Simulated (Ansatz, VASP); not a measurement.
# Two plane-wave programs on S

The input INCAR:

```
SYSTEM = S
ALGO     = Normal         ! electronic algorithm
EDIFF    = 1E-6           ! SCF threshold, eV
ENCUT    = 520            ! plane-wave cutoff, eV
GGA      = PE             ! functional
ISIF     = 2              ! what is computed and relaxed
ISMEAR   = 0              ! smearing method
LASPH    = .TRUE.         ! aspherical terms in the spheres
LCHARG   = .FALSE.        ! write CHGCAR
LREAL    = .FALSE.        ! projectors in reciprocal space
LWAVE    = .FALSE.        ! write WAVECAR
NBANDS   = 20             ! bands
NELM     = 100            ! most SCF steps
PREC     = Accurate       ! precision mode
SIGMA    = 0.1            ! smearing width, eV
```

Contents of KPOINTS:

```
k-points
0
G
  6 16 12
  0 0 0
```

The input POSCAR:

```
S
1.0
    7.9170225701      0.0000000000      0.0000000000
    0.0000000000      2.7084880064      0.0000000000
    0.0000000000      0.0000000000      3.8293106272
S
4
Direct
    0.7500000000      0.5000000000      0.5206231000
    0.2500000000      0.5000000000      0.4793769000
    0.0000000000      0.5000000000      0.0000000000
    0.5000000000      0.5000000000      0.0000000000
```

Input for Ansatz:

```yaml
crystal:
  lattice:
    - [7.9170225701, 0.0, 0.0]
    - [0.0, 2.7084880064, 0.0]
    - [0.0, 0.0, 3.8293106272]
  atoms:
    - { symbol: S, position: [0.75, 0.5, 0.5206231] }
    - { symbol: S, position: [0.25, 0.5, 0.4793769] }
    - { symbol: S, position: [0.0, 0.5, 0.0] }
    - { symbol: S, position: [0.5, 0.5, 0.0] }
basis:
  ecutwfc: 420
kpoints:
  mp_grid: { grid: [6, 16, 12] }
hamiltonian:
  xc: pbe
scf:
  occupations: { method: gaussian, width: 0.1 }
output:
  forces: true
  stress: true
  eigenvalues: true
```

Alike in both runs: task single point; functional PBE; k mesh 6 × 16 × 12; occupations gaussian, width 0.1 eV; no spin polarisation.

|  | VASP | Ansatz |
| --- | --- | --- |
| version | VASP 6.6.1 | Ansatz 0.2.0 |
| potentials or method | VASP PAW PBE potentials, release 64 (S), cutoff 520 eV | scalar-relativistic, plane waves, PAW |
| valence electrons in the cell | 24 | 24 |

|  | VASP | Ansatz | Ansatz less VASP |
| --- | --- | --- | --- |
| gap on the k mesh at the Fermi level (eV) | none | none | - |
| pressure (GPa) | -10.2 | -10.1 | +0.08 |
| traceless stress, the component that is largest in VASP (GPa) | 0.81 | 0.81 | -0.006 |
| rms of the force components (eV/Å) | 0.133 | 0.131 | -0.0018 |

Atom by atom the forces differ by 0.002 eV/Å (rms over components). A gap of «none» marks a metal or a gap that the smearing closes. The functional is the same, so the differences come from potentials, cutoffs and numerics.
